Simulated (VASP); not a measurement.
# HfN (P6_3/mmc) in VASP: further runs

The runs below take HfN through single point, with PBEsol.

Everything below comes from runs of VASP 6.6.1. Logs are shortened: lines on timing, memory, paths and dates and some standing lists are left out, and cuts for length are marked.

### Step 1. The cell of the first run

The structure is hexagonal, space group P6_3/mmc (No. 194). Conventional cell: a = 3.152 Å, b = 3.152 Å, c = 5.175 Å, α = 90.00°, β = 90.00°, γ = 120.00°. Within 3.0 Å of Hf (site symmetry -6m2) lie 6 N at 2.23 Å. Within 3.0 Å of N (site symmetry -3m) lie 6 Hf at 2.23 Å and 2 N at 2.59 Å.

### Step 2. Single point, PBEsol (uniaxial strain along c: -4.0 %, then relaxed in part)

INCAR

```
SYSTEM = HfN
PREC     = Accurate       ! precision mode
ENCUT    = 520            ! plane-wave cutoff, eV
EDIFF    = 1E-6           ! SCF threshold, eV
ISMEAR   = 0              ! smearing method
SIGMA    = 0.1            ! smearing width, eV
LREAL    = .False.        ! projectors in reciprocal space
LASPH    = .True.         ! aspherical terms in the spheres
NELM     = 60             ! most SCF steps
ALGO     = Normal         ! electronic algorithm
ISIF     = 2              ! what is computed and relaxed
LWAVE    = .False.        ! write WAVECAR
LCHARG   = .False.        ! write CHGCAR
GGA      = PS             ! functional
NBANDS   = 23             ! bands
```

KPOINTS

```
regular mesh
0
Gamma
  18 18 10
  0 0 0
```

POSCAR

```
HfN
1.0
    3.1521025032      0.0000000000      0.0000000000
   -1.5760512516      2.7298008431      0.0000000000
    0.0000000000      0.0000000000      5.1752984593
Hf N
2 2
Direct
    0.6666666666      0.3333333334      0.7500000000
    0.3333333334      0.6666666666      0.2500000000
    0.0000000000      0.0000000000      0.0000000000
    0.0000000000      0.0000000000      0.5000000000
```

Potentials or basis: VASP PAW PBE potentials, release 64 (Hf_pv, N).

Run with:

```bash
cat potpaw_PBE.64/Hf_pv/POTCAR potpaw_PBE.64/N/POTCAR > POTCAR
mpirun -np 1 vasp_std > vasp.out
```

OUTCAR:

```text
SYSTEM = HfN
   PREC = Accurate
   ENCUT = 520
   EDIFF = 1E-6
   ISMEAR = 0
   LREAL = .False.
   LASPH = .True.
   NELM = 60
   ISIF = 2
   GGA = PS

 ion  position               nearest neighbor table
   1  0.667  0.333  0.750-   3 2.23   4 2.23   3 2.23   4 2.23   3 2.23   4 2.23   2 3.16   2 3.16
                             2 3.16   2 3.16   2 3.16   2 3.16
   2  0.333  0.667  0.250-   3 2.23   4 2.23   3 2.23   4 2.23   3 2.23   4 2.23   1 3.16   1 3.16
                             1 3.16   1 3.16   1 3.16   1 3.16
   3  0.000  0.000  0.000-   2 2.23   1 2.23   1 2.23   2 2.23   1 2.23   2 2.23
   4  0.000  0.000  0.500-   2 2.23   1 2.23   1 2.23   2 2.23   1 2.23   2 2.23

  LATTYP: Found a hexagonal cell.
 ALAT       =     3.1521025032
 C/A-ratio  =     1.6418560164

  Lattice vectors:

 A1 = (   3.1521025032,   0.0000000000,   0.0000000000)
 A2 = (  -1.5760512516,   2.7298008431,   0.0000000000)
 A3 = (   0.0000000000,   0.0000000000,   5.1752984593)

Analysis of symmetry for initial positions (statically):
=====================================================================
 Subroutine PRICEL returns:
 Original cell was already a primitive cell.

 Routine SETGRP: Setting up the symmetry group for a
 hexagonal supercell.

 Subroutine GETGRP returns: Found 24 space group operations
 (whereof 12 operations were pure point group operations)
 out of a pool of 24 trial point group operations.

The static configuration has the point symmetry D_3d.
 The point group associated with its full space group is D_6h.

Analysis of symmetry for dynamics (positions and initial velocities):
=====================================================================
 Subroutine PRICEL returns:
 Original cell was already a primitive cell.

 Routine SETGRP: Setting up the symmetry group for a
 hexagonal supercell.

 Subroutine GETGRP returns: Found 24 space group operations
 (whereof 12 operations were pure point group operations)
 out of a pool of 24 trial point group operations.

The dynamic configuration has the point symmetry D_3d.
 The point group associated with its full space group is D_6h.

 Subroutine INISYM returns: Found 24 space group operations
 (whereof 12 operations are pure point group operations),
 and found     1 'primitive' translations

----------------------------------------------------------------------------------------

                                     Primitive cell

  volume of cell :      44.5314

  direct lattice vectors                    reciprocal lattice vectors
     3.152102503  0.000000000  0.000000000     0.317248566  0.183163545  0.000000000
    -1.576051252  2.729800843  0.000000000     0.000000000  0.366327090  0.000000000
     0.000000000  0.000000000  5.175298459     0.000000000  0.000000000  0.193225571

  length of vectors
     3.152102503  3.152102503  5.175298459     0.366327090  0.366327090  0.193225571

  position of ions in fractional coordinates (direct lattice)
     0.666666667  0.333333333  0.750000000
     0.333333333  0.666666667  0.250000000
     0.000000000  0.000000000  0.000000000
     0.000000000  0.000000000  0.500000000

  ion indices of the primitive-cell ions
   primitive index   ion index
                 1           1
                 2           2
                 3           3
                 4           4

----------------------------------------------------------------------------------------

 KPOINTS: regular mesh

Automatic generation of k-mesh.
 Grid dimensions read from file:
 generate k-points for:   18   18   10

 Generating k-lattice:

  Cartesian coordinates                     Fractional coordinates (reciprocal lattice)
     0.017624920  0.010175753  0.000000000     0.055555556  0.000000000  0.000000000
     0.000000000  0.020351505  0.000000000     0.000000000  0.055555556  0.000000000
     0.000000000  0.000000000  0.019322557     0.000000000  0.000000000  0.100000000

  Length of vectors
     0.020351505  0.020351505  0.019322557

  Shift w.r.t. Gamma in fractional coordinates (k-lattice)
     0.000000000  0.000000000  0.000000000

 Subroutine IBZKPT returns following result:
 ===========================================

 Found    222 irreducible k-points:

 Following reciprocal coordinates:
            Coordinates               Weight
  0.000000  0.000000  0.000000      1.000000
  0.055556  0.000000  0.000000      6.000000
  0.111111  0.000000  0.000000      6.000000
  0.166667  0.000000  0.000000      6.000000
  0.222222  0.000000  0.000000      6.000000
  0.277778  0.000000  0.000000      6.000000
[... 16 lines left out ...]
  0.333333  0.111111  0.000000     12.000000
  0.388889  0.111111  0.000000     12.000000
 [... further k-points ...]
   k-points           NKPTS =    222   k-points in BZ     NKDIM =    222   number of bands    NBANDS=     23
   number of dos      NEDOS =    301   number of ions     NIONS =      4
   total plane-waves  NPLWV =  23040
[... 76 lines left out ...]
      4     -22.5225      2.00000
      5     -22.4326      2.00000
      6     -22.4326      2.00000
[... 15 lines left out ...]
     22      14.3817      0.00000
     23      14.3817      0.00000

 k-point     2 :       0.0556    0.0000    0.0000
  band No.  band energies     occupation
      1     -23.5965      2.00000
      2     -22.5538      2.00000
      3     -22.5364      2.00000
      4     -22.5251      2.00000
      5     -22.4595      2.00000
      6     -22.4338      2.00000
[... 15 lines left out ...]
     22      14.2554      0.00000
     23      14.3530      0.00000

 k-point     3 :       0.1111    0.0000    0.0000
  band No.  band energies     occupation
      1     -23.5599      2.00000
      2     -22.6333      2.00000
      3     -22.5626      2.00000
      4     -22.5339      2.00000
      5     -22.5330      2.00000
      6     -22.4389      2.00000
[... 15 lines left out ...]
     22      13.9233      0.00000
     23      14.2762      0.00000

 k-point     4 :       0.1667    0.0000    0.0000
  band No.  band energies     occupation
      1     -23.5018      2.00000
      2     -22.7578      2.00000
      3     -22.6403      2.00000
      4     -22.5998      2.00000
      5     -22.5470      2.00000
      6     -22.4496      2.00000
[... 15 lines left out ...]
     22      13.5541      0.00000
     23      13.5868      0.00000

 k-point     5 :       0.2222    0.0000    0.0000
  band No.  band energies     occupation
      1     -23.4260      2.00000
      2     -22.9110      2.00000
      3     -22.7627      2.00000
      4     -22.6425      2.00000
      5     -22.5682      2.00000
      6     -22.4654      2.00000
[... 15 lines left out ...]
     22      13.4139      0.00000
     23      13.5505      0.00000

 k-point     6 :       0.2778    0.0000    0.0000
  band No.  band energies     occupation
      1     -23.3380      2.00000
      2     -23.0713      2.00000
      3     -22.8873      2.00000
      4     -22.6856      2.00000
      5     -22.5973      2.00000
      6     -22.4839      2.00000
[... 15 lines left out ...]
     22      13.9364      0.00000
     23      14.0048      0.00000

 k-point     7 :       0.3333    0.0000    0.0000
  band No.  band energies     occupation
      1     -23.2450      2.00000
      2     -23.2183      2.00000
      3     -23.0005      2.00000
      4     -22.7246      2.00000
      5     -22.6345      2.00000
      6     -22.5025      2.00000
[... 353 lines left out ...]
     22      13.3802      0.00000
     23      13.6144      0.00000

 k-point    21 :       0.2222    0.1111    0.0000
  band No.  band energies     occupation
      1     -23.3099      2.00000
      2     -23.0749      2.00000
      3     -22.9419      2.00000
      4     -22.6833      2.00000
      5     -22.6071      2.00000
      6     -22.5371      2.00000
[... 15 lines left out ...]
     22      13.6066      0.00000
     23      14.4155      0.00000

 k-point    22 :       0.2778    0.1111    0.0000
  band No.  band energies     occupation
      1     -23.2196      2.00000
      2     -23.2110      2.00000
      3     -23.0211      2.00000
      4     -22.7436      2.00000
      5     -22.6448      2.00000
      6     -22.5610      2.00000
[... 15 lines left out ...]
     22      14.2638      0.00000
     23      14.5534      0.00000

 k-point    23 :       0.3333    0.1111    0.0000
  band No.  band energies     occupation
      1     -23.3186      2.00000
      2     -23.1326      2.00000
      3     -23.0849      2.00000
      4     -22.7924      2.00000
      5     -22.6883      2.00000
      6     -22.5807      2.00000
[... 15 lines left out ...]
     22      14.4627      0.00000
     23      14.9697      0.00000

 k-point    24 :       0.3889    0.1111    0.0000
  band No.  band energies     occupation
      1     -23.3873      2.00000
      2     -23.1264      2.00000
      3     -23.0626      2.00000
      4     -22.8239      2.00000
      5     -22.7298      2.00000
      6     -22.5938      2.00000
[... 15 lines left out ...]
     22      14.4104      0.00000
     23      15.3936      0.00000

 [... further k-points ...]
[... 5 lines left out ...]
  --------------------------------------------------------------------------------------
  -------------------------------------------------------------------------------------
  Total       -0.6112609     -0.6112609      5.8517912      0.0000000      0.0000000      0.0000000
  in kB      -21.9922933    -21.9922933    210.5390736      0.0000000      0.0000000      0.0000000
  external PRESSURE =      55.5181623 kB  Pullay stress =       0.0000000 kB

 VOLUME and BASIS-vectors are now :
 -----------------------------------------------------------------------------
  energy-cutoff  :      520.00
  volume of cell :       44.53
      direct lattice vectors                 reciprocal lattice vectors
     3.152102503  0.000000000  0.000000000     0.317248566  0.183163545  0.000000000
    -1.576051252  2.729800843  0.000000000     0.000000000  0.366327090  0.000000000
     0.000000000  0.000000000  5.175298459     0.000000000  0.000000000  0.193225571

 POSITION                                       TOTAL-FORCE (eV/Angst)
 -----------------------------------------------------------------------------------
      1.57605      0.90993      3.88147         0.000000     -0.000000      0.000000
      0.00000      1.81987      1.29382        -0.000000      0.000000      0.000000
      0.00000      0.00000      0.00000         0.000000      0.000000      0.000000
      0.00000      0.00000      2.58765        -0.000000      0.000000      0.000000
 -----------------------------------------------------------------------------------
    total drift:                                0.000000     -0.000000      0.000000

  FREE ENERGIE OF THE ION-ELECTRON SYSTEM (eV)
  ---------------------------------------------------
  free  energy   TOTEN  =       -45.7544170940 eV

  energy  without entropy=      -45.7518206862  energy(sigma->0) =      -45.75311889
```

Wall time 58 s (1 thread of Intel Xeon 6975P-C (Granite Rapids), shared host); peak memory 0.31 GiB.

What came out:

```
Free energy            : -45.7544 eV
Pressure               : 5.6 GPa
Band gap on the k mesh : zero (band 15 reaches 10.25 eV, above the bottom of band 16 at 7.63 eV)
```

Caveat: the cell differs from its parent crystal (uniaxial strain along c: -4.0 %, then relaxed in part); the PAW data sets were made with another functional, which shifts forces and pressure a little; spin-orbit coupling is left out, which moves the levels of the heavy elements.

### Step 3. Single point, PBEsol (uniaxial strain along c: -4.0 %)

INCAR

```
SYSTEM = HfN
  PREC = Accurate
  ENCUT = 520
  EDIFF = 1E-6
  ISMEAR = 0
  SIGMA = 0.1
  LREAL = .FALSE.
  LASPH = .TRUE.
  NELM = 60
  ALGO = Normal
  ISIF = 2
  LWAVE = .FALSE.
  LCHARG = .FALSE.
  GGA = PS
  NBANDS = 23
```

KPOINTS

```
regular mesh
0
G
  18 18 10
  0 0 0
```

POSCAR: that of step 2 with these lines changed.

```diff
@@ -2,4 +2,4 @@
 1.0
-    3.1521025032      0.0000000000      0.0000000000
-   -1.5760512516      2.7298008431      0.0000000000
+    3.1589843564      0.0000000000      0.0000000000
+   -1.5794921782      2.7357607028      0.0000000000
     0.0000000000      0.0000000000      5.1752984593
```

Potentials or basis: VASP PAW PBE potentials, release 64 (Hf_pv, N).

Run with:

```bash
cat potpaw_PBE.64/Hf_pv/POTCAR potpaw_PBE.64/N/POTCAR > POTCAR
mpirun -np 1 vasp_std > vasp.out
```

It took 59 s on 1 thread of Intel Xeon 6975P-C (Granite Rapids), shared host; peak memory 0.31 GiB.

Results (log left out):

| Item | Value |
| --- | --- |
| Free energy | -45.7509 eV |
| Pressure | 4.2 GPa |
| Band gap on the k mesh | zero (band 15 reaches 10.20 eV, above the bottom of band 16 at 7.60 eV) |

Stress tensor (GPa, compression positive):
```
-3.84  0.00  0.00
 0.00 -3.84  0.00
 0.00  0.00 20.35
```

Levels at points of the mesh, in eV from the Fermi level:
| k point | band 13 | band 14 | band 15 | band 16 | band 17 | band 18 |
| --- | --- | --- | --- | --- | --- | --- |
| (0.00, 0.00, 0.00) | -3.87 | -1.26 | -0.30 | 0.66 | 0.66 | 1.10 |
| (0.50, 0.00, 0.00) | -3.50 | -2.98 | -1.95 | 2.80 | 2.89 | 4.11 |
| (0.00, 0.00, 0.50) | -4.82 | -4.82 | 2.12 | 2.12 | 2.90 | 2.90 |
| (0.50, 0.00, 0.50) | -4.74 | -4.74 | -0.26 | -0.26 | 4.50 | 4.50 |

Caveat: the cell differs from its parent crystal (uniaxial strain along c: -4.0 %); the PAW data sets were made with another functional, which shifts forces and pressure a little; spin-orbit coupling is left out, which moves the levels of the heavy elements.

### Step 4. Single point, PBEsol (uniaxial strain along c: -2.0 %, then relaxed in part)

INCAR

```
PREC     = Accurate       # precision mode
ENCUT    = 520            # plane-wave cutoff, eV
EDIFF    = 1E-6           # SCF threshold, eV
ISMEAR   = 0              # smearing method
SIGMA    = 0.1            # smearing width, eV
LREAL    = False          # projectors in reciprocal space
LASPH    = True           # aspherical terms in the spheres
NELM     = 100            # most SCF steps
ALGO     = Normal         # electronic algorithm
ISIF     = 2              # what is computed and relaxed
LWAVE    = False          # write WAVECAR
LCHARG   = True           # write CHGCAR
GGA      = PS             # functional
LELF     = True           # ELF
LVHAR    = True         
NBANDS   = 23             # bands
```

KPOINTS

```
regular mesh
0
Gamma
  18 18 10
```

POSCAR

```
HfN
1.0
    3.1397314636      0.0000000000      0.0000000000
   -1.5698657318      2.7190872085      0.0000000000
    0.0000000000      0.0000000000      5.2831171772
Hf N
2 2
Direct
    0.6666666666      0.3333333334      0.7500000000
    0.3333333334      0.6666666666      0.2500000000
    0.0000000000      0.0000000000      0.0000000000
    0.0000000000      0.0000000000      0.5000000000
```

Run with:

```bash
cat potpaw_PBE.64/Hf_pv/POTCAR potpaw_PBE.64/N/POTCAR > POTCAR
mpirun -np 1 vasp_std > vasp.out
```

It took 60 s on 1 thread of Intel Xeon 6975P-C (Granite Rapids), shared host; peak memory 0.31 GiB.

It converged, with:

```
Free energy            : -45.8458 eV
Pressure               : 1.6 GPa
Band gap on the k mesh : zero (band 15 reaches 10.00 eV, above the bottom of band 16 at 7.51 eV)
```

Stress tensor (GPa, compression positive):
```
-2.16  0.00  0.00
 0.00 -2.16  0.00
 0.00  0.00  9.01
```

Levels at points of the mesh, in eV from the Fermi level:
| k point | band 12 | band 13 | band 14 | band 15 | band 16 | band 17 | band 18 | band 19 |
| --- | --- | --- | --- | --- | --- | --- | --- | --- |
| (0.00, 0.00, 0.00) | -3.77 | -3.77 | -1.51 | -0.44 | 0.67 | 0.67 | 1.04 | 1.62 |
| (0.50, 0.00, 0.00) | -5.71 | -3.40 | -2.92 | -2.21 | 2.70 | 2.78 | 4.27 | 4.87 |
| (0.00, 0.00, 0.50) | -4.64 | -4.64 | -4.64 | 2.01 | 2.01 | 2.95 | 2.95 | 3.05 |
| (0.50, 0.00, 0.50) | -5.49 | -4.65 | -4.65 | -0.28 | -0.28 | 4.65 | 4.65 | 4.70 |

Caveat: the cell differs from its parent crystal (uniaxial strain along c: -2.0 %, then relaxed in part); the PAW data sets were made with another functional, which shifts forces and pressure a little; spin-orbit coupling is left out, which moves the levels of the heavy elements.

### Step 5. Single point, PBEsol (uniaxial strain along c: -2.0 %)

INCAR

```
  PREC = Accurate
  ENCUT = 520
  EDIFF = 1E-6
  ISMEAR = 0
  SIGMA = 0.1
  LREAL = F
  LASPH = T
  NELM = 60
  ALGO = Normal
  ISIF = 2
  LWAVE = F
  LCHARG = F
  GGA = PS
  NBANDS = 23
```

KPOINTS

```
Automatic mesh
0
Gamma
  18 18 10
```

POSCAR

```
HfN
1.0
    3.1433458199      0.0000000000      0.0000000000
   -1.5716729100      2.7222173329      0.0000000000
    0.0000000000      0.0000000000      5.2831171772
Hf N
2 2
Direct
    0.6666666667      0.3333333333      0.7500000000
    0.3333333333      0.6666666667      0.2500000000
    0.0000000000      0.0000000000      0.0000000000
    0.0000000000      0.0000000000      0.5000000000
```

Run with:

```bash
cat potpaw_PBE.64/Hf_pv/POTCAR potpaw_PBE.64/N/POTCAR > POTCAR
mpirun -np 1 vasp_std > vasp.out
```

It took 59 s on 1 thread of Intel Xeon 6975P-C (Granite Rapids), shared host; peak memory 0.3 GiB.

Results (log left out):

```yaml
Free_energy: -45.8442 eV
Pressure: 0.9 GPa
Band_gap_on_the_k_mesh: zero (band 15 reaches 9.98 eV, above the bottom of band 16 at 7.49 eV)
```

Stress tensor (GPa, compression positive):
```
-3.00  0.00  0.00
 0.00 -3.00  0.00
 0.00  0.00  8.66
```

Levels at points of the mesh, in eV from the Fermi level:
```csv
k point,band 12,band 13,band 14,band 15,band 16,band 17,band 18,band 19
"(0.00, 0.00, 0.00)",-3.76,-3.76,-1.50,-0.43,0.67,0.67,1.02,1.60
"(0.50, 0.00, 0.00)",-5.70,-3.40,-2.92,-2.20,2.70,2.77,4.24,4.86
"(0.00, 0.00, 0.50)",-4.64,-4.64,-4.64,2.00,2.00,2.93,2.93,3.05
"(0.50, 0.00, 0.50)",-5.48,-4.64,-4.64,-0.28,-0.28,4.63,4.63,4.68
```

Caveat: the cell differs from its parent crystal (uniaxial strain along c: -2.0 %); the PAW data sets were made with another functional, which shifts forces and pressure a little; spin-orbit coupling is left out, which moves the levels of the heavy elements.

### Step 6. The runs side by side

```csv
cell,gap on the mesh (eV),pressure (GPa)
"a = 3.152, b = 3.152, c = 5.175 Å, angles 90.0, 90.0, 120.0°, 4 atoms",none,5.6
"a = 3.159, b = 3.159, c = 5.175 Å, angles 90.0, 90.0, 120.0°, 4 atoms",none,4.2
"a = 3.140, b = 3.140, c = 5.283 Å, angles 90.0, 90.0, 120.0°, 4 atoms",none,1.6
"a = 3.143, b = 3.143, c = 5.283 Å, angles 90.0, 90.0, 120.0°, 4 atoms",none,0.9
```

Alike in all rows: task single point; level PBEsol; potentials or basis VASP PAW PBE potentials, release 64 (Hf_pv, N); no spin polarisation; k mesh 18 × 18 × 10; cutoff (eV) 520; smearing gaussian 0.1 eV.

Caveats: the PAW data sets were made with another functional, which shifts forces and pressure a little; spin-orbit coupling is left out, which moves the levels of the heavy elements.

Total energies depend on the potentials used, so only differences within one code and one set of settings carry meaning.
